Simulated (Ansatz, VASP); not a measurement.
## W: VASP beside Ansatz

```
W
1.0
     5.08300    0.00000    0.00000
     0.00000    5.08300    0.00000
     0.00000    0.00000    5.23549
W
8
Cartesian
  0.0000 0.0000 0.0000
  2.5415 2.5415 2.6177
  0.0000 2.5415 1.3089
  0.0000 2.5415 3.9266
  1.2708 0.0000 2.6177
  3.8123 0.0000 2.6177
  2.5415 3.8123 0.0000
  2.5415 1.2708 0.0000
```

Change from the starting cell: z stretched by +3 %, ions relaxed.

Alike in both runs: functional PBE; k mesh 9 × 9 × 9; occupations fermi-dirac, width 0.05 eV; no spin polarisation.

Ansatz relaxed the structure, and its values are those at the end. VASP's run is a single point on that final structure, the one shown.

```csv
,VASP,Ansatz
version,VASP 6.6.1,Ansatz 0.2.0
potentials or method,"VASP PAW PBE potentials, release 64 (W_sv)","plane-wave PAW, scalar-relativistic"
plane-wave cutoff (eV),520,420
valence electrons in the cell,112,112
```

|  | VASP | Ansatz | Ansatz less VASP |
| --- | --- | --- | --- |
| pressure (GPa) | -8.0 | -8.5 | -0.45 |

Ansatz's warnings: stress scf threshold loose.

Spin-orbit coupling is off throughout.
